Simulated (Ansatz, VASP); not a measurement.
# B5P: VASP beside Ansatz

```
CELL_PARAMETERS angstrom
0.00000 3.34366 3.34366
3.34366 0.00000 3.34366
3.34366 3.34366 0.00000
ATOMIC_POSITIONS crystal
B 0.91112 0.91112 0.91112
B 0.91112 0.91112 0.26664
B 0.91112 0.26664 0.91112
B 0.26664 0.91112 0.91112
B 0.50000 0.50000 0.50000
P 0.75000 0.75000 0.75000
```

Alike in both runs: functional PBE; k mesh 5 × 5 × 5; occupations gaussian, width 0.2 eV; no spin polarisation.

Ansatz relaxed the structure, and its values are those at the end. VASP's run is a single point on that final structure, the one shown.

```csv
,VASP,Ansatz
version,VASP 6.6.1,Ansatz 0.2.0
potentials or method,"VASP PAW PBE potentials, release 64 (B, P), cutoff 500 eV","scalar-relativistic, plane waves, PAW"
valence electrons in the cell,20,20
```

|  | VASP | Ansatz | Ansatz less VASP |
| --- | --- | --- | --- |
| gap on the k mesh at the Fermi level (eV) | none | none | - |
| pressure (GPa) | 0.4 | 0.5 | +0.13 |
| rms of the force components (eV/Å) | 0.018 | 0.005 | -0.0123 |

A gap of «none» marks a metal or a gap that the smearing closes. The functional is the same, so the differences come from potentials, cutoffs and numerics.
